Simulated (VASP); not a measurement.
# C (P1) in VASP: single point with LDA

Aim: the single point of C with LDA.

All numbers are computed with VASP 6.6.1; they aren't measurements. Logs are shortened: lines on timing, memory, paths and dates and some standing lists are left out, and cuts for length are marked.

**1. The cell of the first run**

The typed cell holds 8 atoms: a = 4.793 Å, b = 4.833 Å, c = 2.530 Å, α = 90.02°, β = 91.31°, γ = 128.01°.

**2. Single point, LDA (atoms moved at random and the cell strained at random)**

Input file INCAR:

```
  ALGO = Normal
  EDIFF = 1E-6
  ENCUT = 520
  ISIF = 2
  ISMEAR = 0
  LASPH = True
  LCHARG = False
  LREAL = False
  LWAVE = False
  NBANDS = 26
  NELM = 100
  PREC = Accurate
  SIGMA = 0.05
```

Input file KPOINTS:

```
k-points
0
Gamma
  6 6 10
```

Input file POSCAR:

```
C
1.0
    2.0864042237     -4.3148064104     -0.0555868589
    2.1328044964      4.3373257589     -0.0006158414
   -0.0332103608      0.0157646915      2.5298958807
C
8
Direct
    0.6354407842      0.9727076514     -0.0038000976
    0.3554251501      0.0246308833     -0.0068099812
    0.0253759775      0.3546765299     -0.0047148790
    0.9933709956      0.6535076826      0.0134972671
    0.4070983214      0.2272760887      0.4949586600
    0.5972621173      0.7665663142      0.5144165091
    0.7500710906      0.5872985564      0.4988465264
    0.2359555633      0.4133362935      0.4936059953
```

Potentials or basis: VASP PAW LDA potentials, release 64 (C).

Run with:

```
> cat potpaw_LDA.64/C/POTCAR > POTCAR
> mpirun -np 1 vasp_std > vasp.out
```

OUTCAR:

```text
EDIFF = 1E-6
   ENCUT = 520
   ISIF = 2
   ISMEAR = 0
   LASPH = True
   LREAL = False
   NELM = 100
   PREC = Accurate

 ion  position               nearest neighbor table
   1  0.635  0.973  0.996-   6 1.51   2 1.51   6 1.59   3 1.63
   2  0.355  0.025  0.993-   1 1.51   5 1.52   5 1.53   4 1.55
   3  0.025  0.355  0.995-   8 1.51   4 1.54   8 1.55   1 1.63
   4  0.993  0.654  0.013-   3 1.54   2 1.55   7 1.61   7 1.62
   5  0.407  0.227  0.495-   7 1.49   2 1.52   2 1.53   8 1.55
   6  0.597  0.767  0.514-   7 1.44   8 1.51   1 1.51   1 1.59
   7  0.750  0.587  0.499-   6 1.44   5 1.49   4 1.61   4 1.62   8 2.06
   8  0.236  0.413  0.494-   6 1.51   3 1.51   5 1.55   3 1.55   7 2.06

  LATTYP: Found a triclinic cell.
 ALAT       =     4.2196431233
 B/A-ratio  =     1.1454399280
 C/A-ratio  =     0.5996153915
 COS(alpha) =     0.0003281190
 COS(beta)  =     0.0264090720
 COS(gamma) =     0.4460139544

  Lattice vectors:

 A1 = (  -4.2192087201,  -0.0225193485,   0.0562027003)
 A2 = (  -2.1328044964,  -4.3373257589,   0.0006158414)
 A3 = (  -0.0332103608,   0.0157646915,   2.5298958807)

Analysis of symmetry for initial positions (statically):
=====================================================================
 Subroutine PRICEL returns:
 Original cell was already a primitive cell.

 Routine SETGRP: Setting up the symmetry group for a
 triclinic supercell.

 Subroutine GETGRP returns: Found  1 space group operations
 (whereof  1 operations were pure point group operations)
 out of a pool of  2 trial point group operations.

The static configuration has the point symmetry C_1 .

Analysis of symmetry for dynamics (positions and initial velocities):
=====================================================================
 Subroutine PRICEL returns:
 Original cell was already a primitive cell.

 Routine SETGRP: Setting up the symmetry group for a
 triclinic supercell.

 Subroutine GETGRP returns: Found  1 space group operations
 (whereof  1 operations were pure point group operations)
 out of a pool of  2 trial point group operations.

The dynamic configuration has the point symmetry C_1 .

 Subroutine INISYM returns: Found  1 space group operations
 (whereof  1 operations are pure point group operations),
 and found     1 'primitive' translations

----------------------------------------------------------------------------------------

                                     Primitive cell

  volume of cell :      46.1659

  direct lattice vectors                    reciprocal lattice vectors
     2.086404224 -4.314806410 -0.055586859     0.237686345 -0.116877579  0.003848454
     2.132804496  4.337325759 -0.000615841     0.236433089  0.114295293  0.002391481
    -0.033210361  0.015764692  2.529895881     0.005279997 -0.002540211  0.395358324

  length of vectors
     4.793091575  4.833347715  2.530162963     0.264896164  0.262620903  0.395401740

  position of ions in fractional coordinates (direct lattice)
     0.635440784  0.972707651  0.996199902
     0.355425150  0.024630883  0.993190019
     0.025375977  0.354676530  0.995285121
     0.993370996  0.653507683  0.013497267
     0.407098321  0.227276089  0.494958660
     0.597262117  0.766566314  0.514416509
     0.750071091  0.587298556  0.498846526
     0.235955563  0.413336294  0.493605995

  ion indices of the primitive-cell ions
   primitive index   ion index
                 1           1
                 2           2
                 3           3
                 4           4
                 5           5
                 6           6
                 7           7
                 8           8

----------------------------------------------------------------------------------------

 KPOINTS: k-points

Automatic generation of k-mesh.
 Grid dimensions read from file:
 generate k-points for:    6    6   10

 Generating k-lattice:

  Cartesian coordinates                     Fractional coordinates (reciprocal lattice)
     0.039614391 -0.019479597  0.000641409     0.166666667 -0.000000000  0.000000000
     0.039405515  0.019049215  0.000398580    -0.000000000  0.166666667  0.000000000
     0.000528000 -0.000254021  0.039535832    -0.000000000  0.000000000  0.100000000

  Length of vectors
     0.044149361  0.043770151  0.039540174

  Shift w.r.t. Gamma in fractional coordinates (k-lattice)
     0.000000000  0.000000000  0.000000000

 Subroutine IBZKPT returns following result:
 ===========================================

 Found    184 irreducible k-points:

 Following reciprocal coordinates:
            Coordinates               Weight
  0.000000  0.000000  0.000000      1.000000
  0.166667 -0.000000  0.000000      2.000000
  0.333333 -0.000000  0.000000      2.000000
  0.500000  0.000000  0.000000      1.000000
  0.000000  0.166667  0.000000      2.000000
  0.166667  0.166667  0.000000      2.000000
[... 16 lines left out ...]
  0.333333  0.000000  0.100000      2.000000
  0.500000 -0.000000  0.100000      2.000000
 [... further k-points ...]
   k-points           NKPTS =    184   k-points in BZ     NKDIM =    184   number of bands    NBANDS=     26
   number of dos      NEDOS =    301   number of ions     NIONS =      8
   total plane-waves  NPLWV =  25920
   dimension x,y,z NGX =    36 NGY =   36 NGZ =   20
   dimension x,y,z NGXF=    72 NGYF=   72 NGZF=   40
   ions per type =               8
   NGX,Y,Z   is equivalent  to a cutoff of  12.49, 12.38, 13.14 a.u.
   NGXF,Y,Z  is equivalent  to a cutoff of  24.97, 24.76, 26.28 a.u.
 SYSTEM =  unknown system
   PREC   = accura    normal or accurate (medium, high low for compatibility)
   ISTART =      0    job   : 0-new  1-cont  2-samecut
   ICHARG =      2    charge: 1-file 2-atom 10-const
   ISPIN  =      1    spin polarized calculation?
   LNONCOLLINEAR =      F non collinear calculations
   LSORBIT =      F    spin-orbit coupling
   LASPH  =      T    aspherical Exc in radial PAW
   ENCUT  =  520.0 eV  38.22 Ry    6.18 a.u.   8.91  8.99  4.70*2*pi/ulx,y,z
   NELM   =    100;   NELMIN=  2; NELMDL= -5     # of ELM steps
   EDIFF  = 0.1E-05   stopping-criterion for ELM
   LREAL  =      F    real-space projection
   EDIFFG = 0.1E-04   stopping-criterion for IOM
   NSW    =      0    number of steps for IOM
   IBRION =     -1    ionic relax: 0-MD 1-quasi-New 2-CG
   NFREE  =      0    steps in history (QN), initial steepest desc. (CG)
   ISIF   =      2    stress and relaxation
   ISYM   =      2    0-nonsym 1-usesym 2-fastsym
   POTIM  = 0.5000    time-step for ionic-motion
   TEBEG  =    0.0;   TEEND  =   0.0 temperature during run
   PSTRESS=    0.0 pullay stress
   NELECT =      32.0000    total number of electrons
   NUPDOWN=      -1.0000    fix difference up-down
   EMIN   =  10.00;   EMAX   =-10.00  energy-range for DOS
   EFERMI =   0.00;   METHOD = LEGACY
   ISMEAR =     0;   SIGMA  =   0.05  broadening in eV -4-tet -1-fermi 0-gaus
   EFERMI_NEDOS =   21; number of points for ismear=-14 and -15
   IALGO  =     38    algorithm
   IMIX   =      4    mixing-type and parameters
     AMIX     =   0.40;   BMIX     =  1.00
     AMIX_MAG =   1.60;   BMIX_MAG =  1.00
  volume/ion in A,a.u.               =       5.77        38.94
  Fermi-wavevector in a.u.,A,eV,Ry     =   1.448831  2.737895 28.560162  2.099113
  Thomas-Fermi vector in A             =   2.566627
   LORBIT       =      0    0 simple, 1 ext, 2 COOP (PROOUT), +10 PAW based schemes
   GGA     = CA    functional components
   LHFCALC =     F    Hartree Fock is set to
   AEXX    =    0.0000 exact exchange contribution
   IVDW    =     0    specifies the selected vdW correction
   LEPSILON=     F    determine dielectric tensor
   LRPA    =     F    only Hartree local field effects (RPA)
 non-spin polarized calculation
 Gauss-broadening in eV      SIGMA  =   0.05
  energy-cutoff  :      520.00
  volume of cell :       46.17
 maximum number of plane-waves:      1257
   NGX = 17   NGY = 17   NGZ =  9

 number of electron      32.0000000 magnetization

 Free energy of the ion-electron system (eV)
  ---------------------------------------------------
  ext. energy  EPLUGINS =         0.00000000
  ---------------------------------------------------
  free energy    TOTEN  =       -79.07754904 eV

  energy without entropy =      -79.07754904  energy(sigma->0) =      -79.07754904

 E-fermi :  10.3525     XC(G=0): -13.3549

 val. band max:       10.0869875527   @ k =   0.5000   0.5000   0.0000
 cond. band min:      12.4480467763   @ k =   0.5000   0.5000   0.3000
 fundamental gap:      2.3610592236
 Fermi energy:        10.3524599715

 k-point     1 :       0.0000    0.0000    0.0000
  band No.  band energies     occupation
      1     -12.0102      2.00000
      2      -6.4280      2.00000
      3      -6.2623      2.00000
      4      -4.9236      2.00000
      5      -4.4449      2.00000
      6      -2.4676      2.00000
[... 18 lines left out ...]
     25      20.0763      0.00000
     26      20.2313      0.00000

 k-point     2 :       0.1667   -0.0000    0.0000
  band No.  band energies     occupation
      1     -11.8093      2.00000
      2      -7.1234      2.00000
      3      -6.2873      2.00000
      4      -5.7857      2.00000
      5      -4.0866      2.00000
      6      -1.2903      2.00000
[... 18 lines left out ...]
     25      19.2639      0.00000
     26      20.9257      0.00000

 k-point     3 :       0.3333   -0.0000    0.0000
  band No.  band energies     occupation
      1     -11.2531      2.00000
      2      -8.2411      2.00000
      3      -7.1447      2.00000
      4      -6.2328      2.00000
      5      -2.7905      2.00000
      6       0.5898      2.00000
[... 572 lines left out ...]
 k-point    23 :       0.3333    0.0000    0.1000
  band No.  band energies     occupation
      1     -11.0616      2.00000
      2      -8.1092      2.00000
      3      -6.9968      2.00000
      4      -6.0753      2.00000
      5      -2.6421      2.00000
      6       0.7618      2.00000
[... 18 lines left out ...]
     25      19.5654      0.00000
     26      20.2137      0.00000

 k-point    24 :       0.5000   -0.0000    0.1000
  band No.  band energies     occupation
      1     -10.5928      2.00000
      2      -8.8766      2.00000
      3      -7.1924      2.00000
      4      -6.2576      2.00000
      5      -1.3574      2.00000
      6      -0.1431      2.00000
[... 18 lines left out ...]
     25      19.6398      0.00000
     26      19.8881      0.00000

 [... further k-points ...]

------------------------ aborting loop because EDIFF is reached ----------------------------------------

  FORCE on cell =-STRESS in cart. coord.  units (eV):
  Direction    XX          YY          ZZ          XY          YZ          ZX
  --------------------------------------------------------------------------------------
  -------------------------------------------------------------------------------------
  Total        1.5522643      2.8429164     -5.5983682     -0.7336223     -1.5242664      3.2200820
  in kB       53.8710456     98.6628890   -194.2903370    -25.4602267    -52.8993844    111.7523508
  external PRESSURE =     -13.9188008 kB  Pullay stress =       0.0000000 kB

 VOLUME and BASIS-vectors are now :
 -----------------------------------------------------------------------------
  energy-cutoff  :      520.00
  volume of cell :       46.17
      direct lattice vectors                 reciprocal lattice vectors
     2.086404224 -4.314806410 -0.055586859     0.237686345 -0.116877579  0.003848454
     2.132804496  4.337325759 -0.000615841     0.236433089  0.114295293  0.002391481
    -0.033210361  0.015764692  2.529895881     0.005279997 -0.002540211  0.395358324

 POSITION                                       TOTAL-FORCE (eV/Angst)
 -----------------------------------------------------------------------------------
      3.36730      1.49285      2.48436         2.302807     -1.470966      1.041809
      0.76111     -1.41110      2.49290        -1.034481     -0.302725      0.384617
      0.77635      1.44455      2.51634        -0.510979      0.749379      0.046943
      3.46593     -1.45152     -0.02147        -2.274832      2.173859     -1.212751
      1.31767     -0.76298      1.22942        -0.814843      0.234001     -0.113610
      2.86398      0.75589      1.26775         0.660849      3.676324     -1.522897
      2.80098     -0.68124      1.21997         4.068639     -5.353168      0.815027
      1.35747      0.78245      1.23540        -2.397161      0.293298      0.560862
 -----------------------------------------------------------------------------------
    total drift:                                0.000117      0.000140      0.000083

  FREE ENERGIE OF THE ION-ELECTRON SYSTEM (eV)
  ---------------------------------------------------
  free  energy   TOTEN  =       -79.0775490397 eV

  energy  without entropy=      -79.0775490397  energy(sigma->0) =      -79.07754904
```

Run time: 2.9 min. Hardware: 1 thread of Intel Xeon 6975P-C, shared host; peak memory 0.25 GiB.

Results:

- Free energy: -79.0775 eV
- Pressure: -1.4 GPa
- Largest force: 6.773 eV/Å
- Band gap on the k mesh: 2.36 eV, indirect (least direct gap 4.38 eV)

Forces in eV/Å, atoms in the order of the input:
```
C    2.303 -1.471  1.042
C   -1.034 -0.303  0.385
C   -0.511  0.749  0.047
C   -2.275  2.174 -1.213
C   -0.815  0.234 -0.114
C    0.661  3.676 -1.523
C    4.069 -5.353  0.815
C   -2.397  0.293  0.561
```

Stress tensor (GPa, compression positive):
```
  5.39  -2.55  11.18
 -2.55   9.87  -5.29
 11.18  -5.29 -19.43
```

Levels at points of the mesh, in eV from the valence-band top:
```
           k point  band 12  band 13  band 14  band 15  band 16  band 17  band 18  band 19  band 20  band 21
(0.00, 0.00, 0.00)    -3.59    -2.71    -2.37    -1.92    -1.56     3.34     3.78     5.09     5.33     7.87
(0.50, 0.00, 0.00)    -4.57    -4.29    -3.25    -2.98    -2.37     4.79     5.09     5.59     6.33     6.39
(0.00, 0.50, 0.00)    -4.52    -4.21    -3.35    -3.02    -2.03     4.78     5.16     5.52     6.35     6.61
(0.50, 0.50, 0.00)    -5.52    -3.42    -0.98    -0.51     0.00     4.44     4.61     5.49     5.87     6.67
(0.00, 0.00, 0.50)    -7.13    -6.45    -6.14    -3.72    -3.19     5.98     6.22     6.86     7.83     7.86
(0.50, 0.00, 0.50)    -6.17    -5.57    -5.07    -4.64    -3.60     4.72     5.62     5.87     6.19     6.93
(0.00, 0.50, 0.50)    -6.37    -5.41    -5.06    -4.81    -3.26     4.64     5.38     6.03     6.51     6.82
(0.50, 0.50, 0.50)    -6.55    -6.22    -5.66    -5.65    -5.25     2.99     4.06     4.70     4.99     8.72
```

Caveat: the cell differs from its parent crystal (atoms moved at random and the cell strained at random); forces of over 1 eV/Å act on the atoms, so gaps and moduli don't describe the material at rest.
